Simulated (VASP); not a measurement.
A run of VASP 6.6.1:

The input INCAR:

```
PREC = Accurate
ENCUT = 520
EDIFF = 1E-7
ISMEAR = 0
SIGMA = 0.02
LREAL = False
LASPH = True
NELM = 100
ALGO = Normal
ISIF = 2
LWAVE = False
LCHARG = False
GGA = PE
NBANDS = 20
```

File KPOINTS:

```
regular mesh
0
Gamma
  12 12 4
```

POSCAR

```
SnSe2
1.0
    3.8658450206      0.0000000000      0.0000000000
   -1.9329225103      3.3479199949      0.0000000000
    0.0000000000      0.0000000000      6.7991482368
Sn Se
1 2
Direct
    0.0000000000      0.0000000000      0.0000000000
    0.3333333333      0.6666666667      0.2348732451
    0.6666666667      0.3333333333      0.7651267549
```

Potentials or basis: VASP PAW PBE potentials, release 64 (Sn_d, Se).

The run is started by

```console
$ cat potpaw_PBE.64/Sn_d/POTCAR potpaw_PBE.64/Se/POTCAR > POTCAR
$ mpirun -np 1 vasp_std > vasp.out
```

Hardware: 1 thread of Intel(R) Xeon(R) 6975P-C (Granite Rapids) (shared host).

Task: Estimate the wall time of this run.

Result: Wall time 67 s on 1 thread of Intel(R) Xeon(R) 6975P-C (Granite Rapids), on a shared host, peak memory 0.28 GiB. Counts: scf iterations 15, k points 69.
